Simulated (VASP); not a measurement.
SbTePd:

```xyz
12
Lattice="6.5362 0.0000 0.0000 0.0000 6.5362 0.0000 0.0000 0.0000 6.5362" Properties=species:S:1:pos:R:3 pbc="T T T"
Sb    4.0988    4.0988    4.0988
Sb    5.7055    2.4374    0.8307
Sb    0.8307    5.7055    2.4374
Sb    2.4374    0.8307    5.7055
Te    2.4366    2.4366    2.4366
Te    0.8315    4.0996    5.7047
Te    5.7047    0.8315    4.0996
Te    4.0996    5.7047    0.8315
Pd    6.5233    6.5233    6.5233
Pd    3.2810    0.0129    3.2552
Pd    3.2552    3.2810    0.0129
Pd    0.0129    3.2552    3.2810
```

```yaml
Program: VASP 6.6.1
Task: relaxation of the atoms
Functional: PBE
Potentials_or_basis: VASP PAW PBE potentials, release 64 (Sb, Te, Pd)
Cutoff: 450 eV
k_mesh: 5 × 5 × 5
Occupations: fermi-dirac, width 0.05 eV
Spin: no spin polarisation
```

At the start: pressure 4.1 GPa; volume 23.27 Å³/atom.

**Question.** How do energy, volume and symmetry change on relaxing?

**Answer.** Over 3 steps the energy falls by 4.5 meV/atom at a fixed cell; space group P2_13 (No. 198, to 0.1 Å) before and after.

The path:
```csv
step,energy change (eV),largest force (eV/Å),pressure (GPa)
1,0.0000,0.4427,4.15
2,-0.0343,0.2707,4.12
3,-0.0542,0.0146,4.13
```

Final structure:
```
Sb Te Pd
1.0
     6.53620    0.00000    0.00000
     0.00000    6.53620    0.00000
     0.00000    0.00000    6.53620
Sb Te Pd
4 4 4
Direct
  0.62872 0.62872 0.62872
  0.87128 0.37128 0.12872
  0.12872 0.87128 0.37128
  0.37128 0.12872 0.87128
  0.37333 0.37333 0.37333
  0.12667 0.62667 0.87333
  0.87333 0.12667 0.62667
  0.62667 0.87333 0.12667
  0.00281 0.00281 0.00281
  0.49719 0.99719 0.50281
  0.50281 0.49719 0.99719
  0.99719 0.50281 0.49719
```
